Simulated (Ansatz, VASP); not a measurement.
**Two plane-wave programs on Al**

```xyz
2
Lattice="2.8896 0.0000 0.0000 -1.4448 2.5025 0.0000 0.0000 0.0000 4.7867" Properties=species:S:1:pos:R:3 pbc="T T T"
Al    1.4448    0.8342    3.5900
Al    0.0000    1.6683    1.1967
```

Alike in both runs: task single point; functional PBEsol; k mesh 18 × 18 × 10; occupations gaussian, width 0.15 eV; no spin polarisation.

|  | VASP | Ansatz |
| --- | --- | --- |
| version | VASP 6.6.1 | Ansatz 0.2.0 |
| potentials or method | VASP PAW PBE potentials, release 64 (Al), cutoff 520 eV | scalar-relativistic, plane waves, PAW |
| valence electrons in the cell | 6 | 6 |

```tsv
	VASP	Ansatz	Ansatz less VASP
gap on the k mesh at the Fermi level (eV)	none	none	-
pressure (GPa)	-4.0	-4.1	-0.06
traceless stress, the component that is largest in VASP (GPa)	-0.11	-0.11	+0.001
```

VASP's potentials were made for PBE, not for PBEsol, and Ansatz warns of the same on its side. A gap of «none» marks a metal or a gap that the smearing closes. With one functional, cell and mesh, what is left measures potentials, basis and numerics.
